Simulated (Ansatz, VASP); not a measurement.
Two plane-wave programs on Ir

```
Ir
1.0
     2.48152    0.00000    0.00000
     0.00000    2.48152    0.00000
     0.00000    0.00000    2.48152
Ir
1
Direct
  0.00000 0.00000 0.00000
```

Alike in both runs: task relaxation of cell and atoms; functional PBEsol; k mesh 13 × 13 × 13; occupations fermi-dirac, width 0.1 eV; no spin polarisation.

```csv
,VASP,Ansatz
version,VASP 6.6.1,Ansatz 0.2.0
potentials or method,"VASP PAW PBE potentials, release 64 (Ir), cutoff 600 eV","plane waves (420 eV) with PAW, scalar-relativistic"
valence electrons in the cell,9,17
```

|  | VASP | Ansatz | Ansatz less VASP |
| --- | --- | --- | --- |
| relaxed volume (Å³/atom) | 16.47 | 16.44 | -0.030 |
| relaxed cell length with the largest relative difference (Å) | 2.544 | 2.543 | -0.0015 |

VASP's potentials were made for PBE, not for PBEsol, and Ansatz warns of the same on its side. VASP's potentials hold 9 valence electrons a cell and Ansatz's 17, so a difference there can come from the potentials and not from the codes.

Neither program's run includes spin-orbit coupling.
